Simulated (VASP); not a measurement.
# Tl (Fm-3m) in VASP: further runs, part 2 of 2

VASP 6.6.1.

### 4 Electric field gradients, PBE (volume scaled by 0.98)

Contents of INCAR:

```
PREC = Accurate
ENCUT = 520
EDIFF = 1E-8
ISMEAR = -1
SIGMA = 0.05
LREAL = False
LASPH = True
NELM = 100
ALGO = Normal
ISIF = 2
LWAVE = False
LCHARG = False
GGA = PE
LEFG = True
NBANDS = 12
```

Contents of KPOINTS:

```
Automatic mesh
0
Gamma
  16 16 16
```

Contents of POSCAR:

```
Tl
1.0
    0.0000000000      2.1504693608      2.1504693608
    2.1504693608      0.0000000000      2.1504693608
    2.1504693608      2.1504693608      0.0000000000
Tl
1
Direct
    0.0000000000      0.0000000000      0.0000000000
```

Potentials or basis: VASP PAW PBE potentials, release 64 (Tl_d).

On the command line:

```bash
cat potpaw_PBE.64/Tl_d/POTCAR > POTCAR
mpirun -np 1 vasp_std > vasp.out
```

OUTCAR:

```text
PREC = Accurate
   ENCUT = 520
   EDIFF = 1E-8
   ISMEAR = -1
   LREAL = False
   LASPH = True
   NELM = 100
   ISIF = 2
   GGA = PE

 ion  position               nearest neighbor table
   1  0.000  0.000  0.000-

  LATTYP: Found a face centered cubic cell.
 ALAT       =     4.3009387216

  Lattice vectors:

 A1 = (   0.0000000000,   2.1504693608,   2.1504693608)
 A2 = (   2.1504693608,   0.0000000000,   2.1504693608)
 A3 = (   2.1504693608,   2.1504693608,   0.0000000000)

Analysis of symmetry for initial positions (statically):
=====================================================================
 Subroutine PRICEL returns:
 Original cell was already a primitive cell.

 Routine SETGRP: Setting up the symmetry group for a
 face centered cubic supercell.

 Subroutine GETGRP returns: Found 48 space group operations
 (whereof 48 operations were pure point group operations)
 out of a pool of 48 trial point group operations.

The static configuration has the point symmetry O_h .

Analysis of symmetry for dynamics (positions and initial velocities):
=====================================================================
 Subroutine PRICEL returns:
 Original cell was already a primitive cell.

 Routine SETGRP: Setting up the symmetry group for a
 face centered cubic supercell.

 Subroutine GETGRP returns: Found 48 space group operations
 (whereof 48 operations were pure point group operations)
 out of a pool of 48 trial point group operations.

The dynamic configuration has the point symmetry O_h .

 Subroutine INISYM returns: Found 48 space group operations
 (whereof 48 operations are pure point group operations),
 and found     1 'primitive' translations

----------------------------------------------------------------------------------------

                                     Primitive cell

  volume of cell :      19.8898

  direct lattice vectors                    reciprocal lattice vectors
     0.000000000  2.150469361  2.150469361    -0.232507381  0.232507381  0.232507381
     2.150469361  0.000000000  2.150469361     0.232507381 -0.232507381  0.232507381
     2.150469361  2.150469361  0.000000000     0.232507381  0.232507381 -0.232507381

  length of vectors
     3.041222936  3.041222936  3.041222936     0.402714598  0.402714598  0.402714598

  position of ions in fractional coordinates (direct lattice)
     0.000000000  0.000000000  0.000000000

  ion indices of the primitive-cell ions
   primitive index   ion index
                 1           1

----------------------------------------------------------------------------------------

 KPOINTS: Automatic mesh

Automatic generation of k-mesh.
 Grid dimensions read from file:
 generate k-points for:   16   16   16

 Generating k-lattice:
[... 64 lines left out ...]
   EDIFFG = 0.1E-06   stopping-criterion for IOM
   NSW    =      0    number of steps for IOM
   IBRION =     -1    ionic relax: 0-MD 1-quasi-New 2-CG
   NFREE  =      0    steps in history (QN), initial steepest desc. (CG)
   ISIF   =      2    stress and relaxation
   ISYM   =      2    0-nonsym 1-usesym 2-fastsym
   POTIM  = 0.5000    time-step for ionic-motion
   TEBEG  =    0.0;   TEEND  =   0.0 temperature during run
   PSTRESS=    0.0 pullay stress
   NELECT =      13.0000    total number of electrons
   NUPDOWN=      -1.0000    fix difference up-down
   EMIN   =  10.00;   EMAX   =-10.00  energy-range for DOS
   EFERMI =   0.00;   METHOD = LEGACY
   ISMEAR =    -1;   SIGMA  =   0.05  broadening in eV -4-tet -1-fermi 0-gaus
   EFERMI_NEDOS =   21; number of points for ismear=-14 and -15
   IALGO  =     38    algorithm
   IMIX   =      4    mixing-type and parameters
     AMIX     =   0.40;   BMIX     =  1.00
     AMIX_MAG =   1.60;   BMIX_MAG =  1.00
  volume/ion in A,a.u.               =      19.89       134.22
  Fermi-wavevector in a.u.,A,eV,Ry     =   1.420734  2.684797 27.463147  2.018484
  Thomas-Fermi vector in A             =   2.541618
   LORBIT       =      0    0 simple, 1 ext, 2 COOP (PROOUT), +10 PAW based schemes
   GGA     = PE    functional components
   LHFCALC =     F    Hartree Fock is set to
   AEXX    =    0.0000 exact exchange contribution
   IVDW    =     0    specifies the selected vdW correction
   LEPSILON=     F    determine dielectric tensor
   LRPA    =     F    only Hartree local field effects (RPA)
 non-spin polarized calculation
  energy-cutoff  :      520.00
  volume of cell :       19.89
 maximum number of plane-waves:       548
   NGX = 11   NGY = 11   NGZ = 11

 number of electron      13.0000003 magnetization

 Free energy of the ion-electron system (eV)
  ---------------------------------------------------
  ext. energy  EPLUGINS =         0.00000000
  ---------------------------------------------------
  free energy    TOTEN  =        -1.30992205 eV

  energy without entropy =       -1.30696722  energy(sigma->0) =       -1.30844464

 E-fermi :  11.4976     XC(G=0): -12.1399

 val. band max:       11.4847418149   @ k =  -0.2500   0.4375   0.1875
 cond. band min:      11.5166816551   @ k =  -0.2500   0.5000   0.2500
 fundamental gap:      0.0319398402
 Fermi energy:        11.4975588209

 k-point     1 :       0.0000    0.0000    0.0000
  band No.  band energies     occupation
      1      -1.8527      2.00000
      2      -1.2035      2.00000
      3      -1.2035      2.00000
      4      -1.2035      2.00000
      5      -0.5343      2.00000
      6      -0.5343      2.00000
      7      22.3528      0.00000
      8      24.4655      0.00000
      9      24.4655      0.00000
     10      24.4655      0.00000
     11      29.5279      0.00000
     12      30.5817      0.00000
[... 331 lines left out ...]
 k-point    24 :      -0.0625    0.0625    0.0000
  band No.  band energies     occupation
      1      -1.5776      2.00000
      2      -1.2421      2.00000
      3      -1.1482      2.00000
      4      -1.1007      2.00000
      5      -0.5786      2.00000
      6      -0.5125      2.00000
      7      22.0998      0.00000
      8      22.3817      0.00000
      9      23.8584      0.00000
     10      24.9665      0.00000
     11      28.4485      0.00000
     12      30.3208      0.00000

 [... further k-points ...]
[... 5 lines left out ...]
  --------------------------------------------------------------------------------------
  -------------------------------------------------------------------------------------
  Total        5.1410787      5.1410787      5.1410787     -0.0000000     -0.0000000      0.0000000
  in kB      414.1284418    414.1284418    414.1284418     -0.0000000     -0.0000000      0.0000000
  external PRESSURE =     414.1284418 kB  Pullay stress =       0.0000000 kB

 VOLUME and BASIS-vectors are now :
 -----------------------------------------------------------------------------
  energy-cutoff  :      520.00
  volume of cell :       19.89
      direct lattice vectors                 reciprocal lattice vectors
     0.000000000  2.150469361  2.150469361    -0.232507381  0.232507381  0.232507381
     2.150469361  0.000000000  2.150469361     0.232507381 -0.232507381  0.232507381
     2.150469361  2.150469361  0.000000000     0.232507381  0.232507381 -0.232507381

 POSITION                                       TOTAL-FORCE (eV/Angst)
 -----------------------------------------------------------------------------------
      0.00000      0.00000      0.00000         0.000000     -0.000000     -0.000000
 -----------------------------------------------------------------------------------
    total drift:                                0.000000      0.000000      0.000000

  FREE ENERGIE OF THE ION-ELECTRON SYSTEM (eV)
  ---------------------------------------------------
  free  energy   TOTEN  =        -1.3099220520 eV

  energy  without entropy=       -1.3069672203  energy(sigma->0) =       -1.30844464

 Electric field gradients (V/A^2)
---------------------------------------------------------------------
 ion       V_xx      V_yy      V_zz      V_xy      V_xz      V_yz
---------------------------------------------------------------------
   1      -0.000    -0.000    -0.000    -0.000    -0.000    -0.000
---------------------------------------------------------------------

 Electric field gradients after diagonalization (V/A^2)
 (convention: |V_zz| > |V_xx| > |V_yy|)
----------------------------------------------------------------------
 ion       V_xx      V_yy      V_zz     asymmetry (V_yy - V_xx)/ V_zz
----------------------------------------------------------------------
   1       0.000     0.000    -0.000       0.000
----------------------------------------------------------------------

           NMR quadrupolar parameters

 Cq : quadrupolar parameter    Cq=e*Q*V_zz/h
 eta: asymmetry parameters     (V_yy - V_xx)/ V_zz
 Q  : nuclear electric quadrupole moment in mb (millibarn)
----------------------------------------------------------------------
 ion       Cq(MHz)       eta       Q (mb)
----------------------------------------------------------------------
   1      -0.000       0.000       1.000
----------------------------------------------------------------------
```

stdout:

```text
POSCAR found type information on POSCAR Tl
 POSCAR found :  1 types and       1 ions
 scaLAPACK will be used
 LDA part: xc-table for (Slater+PW92), standard interpolation
 POSCAR, INCAR and KPOINTS ok, starting setup
 FFT: planning ... GRIDC
 FFT: planning ... GRID_SOFT
 FFT: planning ... GRID
 WAVECAR not read
 entering main loop
ion   1
```

Run time: 13 s. Hardware: 1 thread of Intel Xeon 6975P-C (Granite Rapids), shared host; peak memory 0.16 GiB.

What came out:

```
Free energy : -1.3099 eV
Pressure    : 41.4 GPa
```

Levels at points of the mesh, in eV from the Fermi level:
```tsv
k point	band 4	band 5	band 6	band 7	band 8	band 9
(0.00, 0.00, 0.00)	-12.70	-12.03	-12.03	10.86	12.97	12.97
(0.50, 0.00, 0.00)	-11.46	-11.46	-5.25	-4.98	10.30	10.53
(0.50, 0.50, 0.00)	-11.31	-11.31	-3.43	-2.66	4.50	4.50
```

Caveat: without QUAD_EFG the Cq values of the log hold for a quadrupole moment of 1 mb, not for the nuclei; spin-orbit coupling is left out, which moves the levels of the heavy elements.
